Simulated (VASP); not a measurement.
Set up this calculation in VASP 6.6.1, as the native input.

```yaml
Task: single point
Functional: PBEsol
Potentials_or_basis: VASP PAW PBE potentials, release 64 (Hg, Te)
Cutoff: 520 eV
k_mesh: 12 × 12 × 8
Occupations: gaussian, width 0.1 eV
Spin: no spin polarisation
Dipole_correction: no
Further_INCAR_settings: ALGO = Fast; EDIFF = 1e-06; NBANDS = 26
```

The structure of HgTe lies in POSCAR:

```
HgTe
1.0
    3.2556397153      3.2556397153      0.0000000000
   -3.2556397153      3.2556397153      0.0000000000
    0.0000000000      0.0000000000      6.7717306078
Hg Te
2 2
Direct
    0.0000000000      0.0000000000      0.0000000000
    0.5000000000      0.5000000000      0.5000000000
    0.5000000000      0.0000000000      0.7500000000
    0.0000000000      0.5000000000      0.2500000000
```

This cell differs from its parent crystal: strain along c alone, the other axes held: +4.0 %.

These files were run (other wordings do the same):

INCAR

```
SYSTEM = HgTe
  PREC = Accurate
  ENCUT = 520
  EDIFF = 1E-6
  ISMEAR = 0
  SIGMA = 0.1
  LREAL = .FALSE.
  LASPH = .TRUE.
  NELM = 80
  ALGO = Fast
  ISIF = 2
  LWAVE = .FALSE.
  LCHARG = .FALSE.
  GGA = PS
  NBANDS = 26
```

KPOINTS

```
regular mesh
0
G
  12 12 8
  0 0 0
```

Potentials or basis: VASP PAW PBE potentials, release 64 (Hg, Te).

Run with:

```console
$ cat potpaw_PBE.64/Hg/POTCAR potpaw_PBE.64/Te/POTCAR > POTCAR
$ mpirun -np 1 vasp_std > vasp.out
```

Results of the run:

* Pressure: -1.4 GPa
* Band gap on the k mesh: zero (filled and empty bands touch)

Caveat: the cell differs from its parent crystal (strain along c alone, the other axes held: +4.0 %); semilocal functionals underestimate gaps, and a narrow one can read as zero; the PAW data sets were made with another functional, which shifts forces and pressure a little; spin-orbit coupling is left out, which moves the levels of the heavy elements.

Run time: 6.8 min on 1 thread of Oxide Virtual Turin-like Processor (shared host), peak memory 0.53 GiB.
